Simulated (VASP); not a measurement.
# Si2W (P6_222) in VASP: a series of runs, part 2 of 2

VASP 6.6.1. Earlier steps stand in the parts before.

## (5) Single point, PBE

This run uses another cell than the first one, of the same volume but with other edges.

File INCAR:

```
PREC     = Accurate       # precision mode
ENCUT    = 520            # plane-wave cutoff, eV
EDIFF    = 1E-6           # SCF threshold, eV
ISMEAR   = 0              # smearing method
SIGMA    = 0.03           # smearing width, eV
LREAL    = False          # projectors in reciprocal space
LASPH    = True           # aspherical terms in the spheres
NELM     = 60             # most SCF steps
ALGO     = Normal         # electronic algorithm
ISIF     = 2              # what is computed and relaxed
LWAVE    = False          # write WAVECAR
LCHARG   = False          # write CHGCAR
GGA      = PE             # functional
NBANDS   = 43             # bands
```

File KPOINTS:

```
regular mesh
0
Gamma
  9 9 6
```

File POSCAR:

```
Si2W
1.0
    4.5900641255      0.0000000000      0.0000000000
   -2.2950320628      3.9751121377      0.0000000000
    0.0000000000      0.0000000000      6.7175588476
Si W
6 3
Direct
    0.8050634200      0.6101268399      0.5000000000
    0.1949365800      0.8050634200      0.8333333333
    0.6101268399      0.8050634200      0.1666666667
    0.1949365800      0.3898731601      0.5000000000
    0.8050634200      0.1949365800      0.8333333333
    0.3898731601      0.1949365800      0.1666666667
    0.0000000000      0.5000000000      0.1666666667
    0.5000000000      0.5000000000      0.8333333333
    0.5000000000      0.0000000000      0.5000000000
```

Potentials or basis: VASP PAW PBE potentials, release 64 (Si, W_sv).

The run is started by

```console
$ cat potpaw_PBE.64/Si/POTCAR potpaw_PBE.64/W_sv/POTCAR > POTCAR
$ mpirun -np 1 vasp_std > vasp.out
```

OUTCAR:

```text
PREC = Accurate
   ENCUT = 520
   EDIFF = 1E-6
   ISMEAR = 0
   LREAL = False
   LASPH = True
   NELM = 60
   ISIF = 2
   GGA = PE

 ion  position               nearest neighbor table
   1  0.805  0.610  0.500-   9 2.43   4 2.46   4 2.46   7 2.55   8 2.55   2 2.72   3 2.72   9 2.77
                             9 2.77   6 2.94   5 2.94   4 3.10
   2  0.195  0.805  0.833-   8 2.43   5 2.46   5 2.46   9 2.55   7 2.55   1 2.72   6 2.72   8 2.77
                             8 2.77   4 2.94   3 2.94   5 3.10
   3  0.610  0.805  0.167-   7 2.43   6 2.46   6 2.46   9 2.55   8 2.55   1 2.72   5 2.72   7 2.77
                             7 2.77   4 2.94   2 2.94   6 3.10
   4  0.195  0.390  0.500-   9 2.43   1 2.46   1 2.46   7 2.55   8 2.55   5 2.72   6 2.72   9 2.77
                             9 2.77   3 2.94   2 2.94   1 3.10
   5  0.805  0.195  0.833-   8 2.43   2 2.46   2 2.46   9 2.55   7 2.55   4 2.72   3 2.72   8 2.77
                             8 2.77   1 2.94   6 2.94   2 3.10
   6  0.390  0.195  0.167-   7 2.43   3 2.46   3 2.46   9 2.55   8 2.55   4 2.72   2 2.72   7 2.77
                             7 2.77   1 2.94   5 2.94   3 3.10
   7  0.000  0.500  0.167-   3 2.43   6 2.43   4 2.55   1 2.55   5 2.55   2 2.55   3 2.77   6 2.77
[... 221 lines left out ...]
      6     -26.4404      2.00000
[... 1093 lines left out ...]
     42      14.8549      0.00000
     43      15.7257      0.00000

 [... further k-points ...]

------------------------ aborting loop because EDIFF is reached ----------------------------------------

  FORCE on cell =-STRESS in cart. coord.  units (eV):
  Direction    XX          YY          ZZ          XY          YZ          ZX
  --------------------------------------------------------------------------------------
  -------------------------------------------------------------------------------------
  Total        9.4571487      9.4571487      2.7316434     -0.0000000     -0.0000000     -0.0000000
  in kB      123.6206952    123.6206952     35.7071316     -0.0000000     -0.0000000     -0.0000000
  external PRESSURE =      94.3161740 kB  Pullay stress =       0.0000000 kB

 VOLUME and BASIS-vectors are now :
 -----------------------------------------------------------------------------
  energy-cutoff  :      520.00
  volume of cell :      122.57
      direct lattice vectors                 reciprocal lattice vectors
     4.590064125  0.000000000  0.000000000     0.217861880  0.125782615  0.000000000
    -2.295032063  3.975112138  0.000000000     0.000000000  0.251565230  0.000000000
     0.000000000  0.000000000  6.717558848     0.000000000  0.000000000  0.148863601

 POSITION                                       TOTAL-FORCE (eV/Angst)
 -----------------------------------------------------------------------------------
      2.29503      2.42532      3.35878        -0.000000      3.628146      0.000000
     -0.95287      3.20022      5.59797        -3.142067      1.814073      0.000000
      0.95287      3.20022      1.11959         3.142067      1.814073      0.000000
     -0.00000      1.54979      3.35878         0.000000     -3.628146      0.000000
      3.24791      0.77489      5.59797         3.142067     -1.814073      0.000000
      1.34216      0.77489      1.11959        -3.142067     -1.814073      0.000000
     -1.14752      1.98756      1.11959        -0.000000      0.000000     -0.000000
      1.14752      1.98756      5.59797        -0.000000      0.000000     -0.000000
      2.29503      0.00000      3.35878        -0.000000      0.000000      0.000000
 -----------------------------------------------------------------------------------
    total drift:                               -0.000000     -0.000000      0.000000

  FREE ENERGIE OF THE ION-ELECTRON SYSTEM (eV)
  ---------------------------------------------------
  free  energy   TOTEN  =       -71.0154968782 eV

  energy  without entropy=      -71.0154968782  energy(sigma->0) =      -71.01549688
```

It took 4.5 min on 1 thread of Intel Xeon 8259CL, shared host; peak memory 0.36 GiB.

Results:

```yaml
Free_energy: -71.0155 eV
Pressure: 9.4 GPa
Largest_force: 3.628 eV/Å
Band_gap_on_the_k_mesh: 0.43 eV (least direct gap 0.76 eV)
```

Forces in eV/Å, atoms in the order of the input:
```
Si   0.000  3.628  0.000
Si  -3.142  1.814  0.000
Si   3.142  1.814  0.000
Si   0.000 -3.628  0.000
Si   3.142 -1.814  0.000
Si  -3.142 -1.814  0.000
W    0.000  0.000  0.000
W    0.000  0.000  0.000
W    0.000  0.000  0.000
```

Stress tensor (GPa, compression positive):
```
12.36  0.00  0.00
 0.00 12.36  0.00
 0.00  0.00  3.57
```

Caveat: the stress differs along the axes, from 4 to 12 GPa; spin-orbit coupling is left out, which moves the levels of the heavy elements; forces of over 1 eV/Å act on the atoms, so gaps and moduli don't describe the material at rest. A k mesh can miss the band edges.

## (6) Overview

| cell | gap on the mesh (eV) | pressure (GPa) | largest force (eV/Å) |
| --- | --- | --- | --- |
| a = 4.639, b = 4.639, c = 6.576 Å, angles 90.0, 90.0, 120.0°, 9 atoms, atomic positions A | 0.40 | 6.8 | 2.81 |
| a = 4.744, b = 4.744, c = 6.287 Å, angles 90.0, 90.0, 120.0°, 9 atoms, atomic positions B | 0.13 | 3.1 | 0.16 |
| a = 4.665, b = 4.665, c = 6.504 Å, angles 90.0, 90.0, 120.0°, 9 atoms, atomic positions B | 0.13 | 0.7 | 0.06 |
| a = 4.590, b = 4.590, c = 6.718 Å, angles 90.0, 90.0, 120.0°, 9 atoms, atomic positions C | 0.43 | 9.4 | 3.63 |

Alike in all rows: task single point; level PBE; potentials or basis VASP PAW PBE potentials, release 64 (Si, W_sv); no spin polarisation; k mesh 9 × 9 × 6; cutoff (eV) 520; smearing gaussian 0.03 eV.

Caveats: spin-orbit coupling is left out, which moves the levels of the heavy elements; forces of over 1 eV/Å act on the atoms, so gaps and moduli don't describe the material at rest (at least some runs); the cell stands under pressure (at least some runs); the stress differs along the axes, from -5 to 19 GPa (at least some runs); the stress differs along the axes, from -2 to 6 GPa (at least some runs); the stress differs along the axes, from 4 to 12 GPa (at least some runs).

Absolute energies hang on the potentials; compare differences alone.
